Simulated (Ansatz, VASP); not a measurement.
**TiO2: VASP beside Ansatz**

The input INCAR:

```
PREC = Accurate
ENCUT = 520
EDIFF = 1E-6
ISMEAR = 0
SIGMA = 0.05
LREAL = False
LASPH = True
NELM = 150
ALGO = Normal
ISIF = 2
LWAVE = False
LCHARG = False
LMAXMIX = 4
LDAU = True
LDAUTYPE = 2
LDAUL = 2 -1
LDAUU = 4 0
LDAUJ = 0 0
LDAUPRINT = 1
GGA = PE
NBANDS = 33
```

File KPOINTS:

```
Automatic mesh
0
Gamma
  8 8 8
```

Contents of POSCAR:

```
TiO2
1.0
    0.0000000000     -3.7842000000      0.0000000000
    3.7842000000      0.0000000000      0.0000000000
   -1.8921000000      1.8921000000      4.7573000000
Ti O
2 4
Direct
    0.0000000000      0.0000000000      0.0000000000
    0.7500000000      0.2500000000      0.5000000000
    0.2081000000      0.2081000000      0.4162000000
    0.9581000000      0.4581000000      0.9162000000
    0.5419000000      0.0419000000      0.0838000000
    0.7919000000      0.7919000000      0.5838000000
```

Input for Ansatz:

```yaml
crystal:
  lattice:
    - [0.0, -3.7842, 0.0]
    - [3.7842, 0.0, 0.0]
    - [-1.8921, 1.8921, 4.7573]
  atoms:
    - { symbol: Ti, position: [0.0, 0.0, 0.0] }
    - { symbol: Ti, position: [0.75, 0.25, 0.5] }
    - { symbol: O, position: [0.2081, 0.2081, 0.4162] }
    - { symbol: O, position: [0.9581, 0.4581, 0.9162] }
    - { symbol: O, position: [0.5419, 0.0419, 0.0838] }
    - { symbol: O, position: [0.7919, 0.7919, 0.5838] }
basis:
  ecutwfc: 500
  fft_grid_basis: typed
kpoints:
  mp_grid: { grid: [8, 8, 8] }
hamiltonian:
  xc: pbe
  hubbard: { sites: [{ species: Ti, l: d, u_eff: 4.0 }] }
  pseudopotentials: { kind: paw }
scf:
  occupations: { method: gaussian, width: 0.05 }
output:
  forces: true
  stress: true
  eigenvalues: true
  bader: true
  write_density: true
  volumetric_format: npy
  elf: true
```

Alike in both runs: task single point; functional PBE; k mesh 8 × 8 × 8; occupations gaussian, width 0.05 eV; no spin polarisation; Hubbard terms Ti d U = 4.0 eV.

```csv
,VASP,Ansatz
version,VASP 6.6.1,Ansatz 0.2.0
potentials or method,"VASP PAW PBE potentials, release 64 (Ti_sv, O), cutoff 520 eV","scalar-relativistic, plane waves, PAW"
valence electrons in the cell,48,48
```

VASP gave:

- gap on the k mesh at the Fermi level (eV): 2.71
- pressure (GPa): 13.3
- traceless stress, the component that is largest in VASP (GPa): -0.26
- rms of the force components (eV/Å): 0.110

Question: What did Ansatz give for the same quantities?

Answer: gap on the k mesh at the Fermi level (eV): 2.68; pressure (GPa): 8.6; traceless stress, the component that is largest in VASP (GPa): 0.40; rms of the force components (eV/Å): 0.030.

The programs project onto different local orbitals, so the same U acts differently, and such runs can settle in different states. Atom by atom the forces differ by 0.080 eV/Å (rms over components).
